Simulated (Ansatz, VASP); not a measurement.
PtSe2: VASP beside Ansatz

```
Se Pt
1.0
     3.70704    0.00000    0.00000
    -1.85352    3.21039    0.00000
     0.00000    0.00000   22.79816
Se Pt
4 2
Direct
  0.66667 0.33333 0.19738
  0.33333 0.66667 0.31358
  0.33333 0.66667 0.45000
  0.00000 0.00000 0.56619
  0.00000 0.00000 0.25548
  0.66667 0.33333 0.50809
```

Alike in both runs: task single point; functional PBE; dispersion D3(BJ); k mesh 9 × 9 × 1; occupations gaussian, width 0.05 eV; no spin polarisation.

```csv
,VASP,Ansatz
version,VASP 6.6.1,Ansatz 0.2.0
potentials or method,"VASP PAW PBE potentials, release 64 (Se, Pt), cutoff 520 eV","scalar-relativistic, plane waves, PAW"
valence electrons in the cell,44,100
```

Ansatz gave:

- gap on the k mesh at the Fermi level (eV): 0.43
- least direct gap on the mesh (eV): 0.70
- rms of the force components (eV/Å): 0.108

Q: Estimate VASP's values.

A: gap on the k mesh at the Fermi level (eV): 0.42; least direct gap on the mesh (eV): 0.69; rms of the force components (eV/Å): 0.107.

VASP's potentials hold 44 valence electrons a cell and Ansatz's 100, so a difference there can come from the potentials and not from the codes.

Neither program's run includes spin-orbit coupling.
